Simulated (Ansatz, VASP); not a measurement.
## RbCl4 in VASP and in Ansatz

```xyz
5
Lattice="4.7416 0.0000 0.0000 -2.3708 4.1064 0.0000 0.0000 0.0000 7.9429" Properties=species:S:1:pos:R:3 pbc="T T T"
Rb    0.0000    0.0000    0.0000
Cl    0.0000    2.7376    5.8331
Cl    2.3708    1.3688    5.8331
Cl    0.0000    2.7376    2.1098
Cl    2.3708    1.3688    2.1098
```

Alike in both runs: task relaxation of cell and atoms; functional PBE; dispersion D3(BJ); k mesh 9 × 9 × 6; occupations gaussian, width 0.1 eV; no spin polarisation.

|  | VASP | Ansatz |
| --- | --- | --- |
| version | VASP 6.6.1 | Ansatz 0.2.0 |
| potentials or method | VASP PAW PBE potentials, release 64 (Rb_sv, Cl), cutoff 500 eV | scalar-relativistic, plane waves, PAW |
| valence electrons in the cell | 37 | 37 |

```csv
,VASP,Ansatz,Ansatz less VASP
"gap on the k mesh at the Fermi level, each at its own relaxed structure (eV)",none,none,-
relaxed volume (Å³/atom),30.89,30.93,+0.042
relaxed cell length with the largest relative difference (Å),4.738,4.742,+0.0033
```

A gap of «none» marks a metal or a gap that the smearing closes.
